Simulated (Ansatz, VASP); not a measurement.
# One calculation of Sr, two programs

Contents of INCAR:

```
ALGO = Normal
EDIFF = 1E-6
ENCUT = 520
GGA = PS
ISIF = 2
ISMEAR = -1
LASPH = T
LCHARG = F
LREAL = F
LWAVE = F
NBANDS = 17
NELM = 100
PREC = Accurate
SIGMA = 0.1
```

The input KPOINTS:

```
k-points
0
Gamma
  12 12 6
```

Contents of POSCAR:

```
Sr
1.0
    4.1953470417      0.0000000000      0.0000000000
   -2.0976735209      3.6332771158      0.0000000000
    0.0000000000      0.0000000000      6.8761449316
Sr
2
Direct
    0.3333333333      0.6666666667      0.2500000000
    0.6666666667      0.3333333333      0.7500000000
```

Input for Ansatz:

```yaml
crystal:
  lattice:
    - [4.1953470417, 0.0, 0.0]
    - [-2.0976735209, 3.6332771158, 0.0]
    - [0.0, 0.0, 6.8761449316]
  atoms:
    - { symbol: Sr, position: [0.3333333333, 0.6666666667, 0.25] }
    - { symbol: Sr, position: [0.6666666667, 0.3333333333, 0.75] }
kpoints:
  mp_grid: { grid: [12, 12, 6] }
  band_path:
    path:
      - [0.0, 0.0, 0.0]
      - [0.5, 0.0, 0.0]
      - [0.3333333333, 0.3333333333, 0.0]
      - [0.0, 0.0, 0.0]
      - [0.0, 0.0, 0.5]
      - [0.5, 0.0, 0.5]
      - [0.3333333333, 0.3333333333, 0.5]
      - [0.0, 0.0, 0.5]
      - [0.5, 0.0, 0.5]
    npoints: 14
scf:
  occupations: { method: fermi_dirac, width: 0.1 }
hamiltonian:
  xc: pbesol
  pseudopotentials: { kind: all_electron, lapw: { basis_error: 0.001 } }
output:
  forces: true
  stress: true
  eigenvalues: true
  populations: true
  dos: { projected: true, de: 0.2, e_range: [-14, 8] }
```

Alike in both runs: task single point; functional PBEsol; k mesh 12 × 12 × 6; occupations fermi-dirac, width 0.1 eV; no spin polarisation.

|  | VASP | Ansatz |
| --- | --- | --- |
| version | VASP 6.6.1 | Ansatz 0.2.0 |
| potentials or method | VASP PAW PBE potentials, release 64 (Sr_sv), cutoff 520 eV | all-electron LAPW, scalar-relativistic |

```csv
,VASP,Ansatz,Ansatz less VASP
pressure (GPa),0.0,0.0,-0.01
```

VASP's potentials were made for PBE, not for PBEsol. Ansatz ran all-electron here, and VASP with PAW potentials.
